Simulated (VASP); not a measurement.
Set up this calculation in VASP 6.6.1, as the native input.

* Task: single point
* Functional: PBEsol
* Potentials or basis: VASP PAW PBE potentials, release 64 (Ta_sv_GW, N)
* Cutoff: 700 eV
* k mesh: 12 × 12 × 12
* Occupations: gaussian, width 0.1 eV
* Spin: no spin polarisation
* Dipole correction: no
* Further INCAR settings: ALGO = Normal; EDIFF = 1e-06; NBANDS = 36

The structure of TaN lies in POSCAR:

```
TaN
1.0
    5.1042509343      0.0000000000      0.0000000000
   -2.5521254672      4.4204109764      0.0000000000
    0.0000000000      0.0000000000      2.8843876666
Ta N
3 3
Direct
    0.0000000000      0.0000000000      0.0000000000
    0.3333333333      0.6666666667      0.5000000000
    0.6666666667      0.3333333333      0.5000000000
    0.5000000000      0.0000000000      0.0000000000
    0.5000000000      0.5000000000      0.0000000000
    0.0000000000      0.5000000000      0.0000000000
```

These files were run (other wordings do the same):

INCAR

```
PREC = Accurate
ENCUT = 700
EDIFF = 1E-6
ISMEAR = 0
SIGMA = 0.1
LREAL = False
LASPH = True
NELM = 120
ALGO = Normal
ISIF = 2
LWAVE = False
LCHARG = False
GGA = PS
NBANDS = 36
GGA_COMPAT = False
```

KPOINTS

```
Automatic mesh
0
Gamma
  12 12 12
```

Potentials or basis: VASP PAW PBE potentials, release 64 (Ta_sv_GW, N).

Launch:

```sh
$ cat potpaw_PBE.64/Ta_sv_GW/POTCAR potpaw_PBE.64/N/POTCAR > POTCAR
$ mpirun -np 1 vasp_std > vasp.out
```

Results of the run:

```
Pressure               : 15.2 GPa
Band gap on the k mesh : zero (bands 27 and 28 overlap by 2.32 eV)
```

Caveat: the cell stands under pressure; the PAW data sets were made with another functional, which shifts forces and pressure a little; spin-orbit coupling is left out, which moves the levels of the heavy elements.

Run time: 10 min on 1 thread of AMD EPYC 7R13 Processor (Zen 3), on a shared host, peak memory 0.5 GiB.
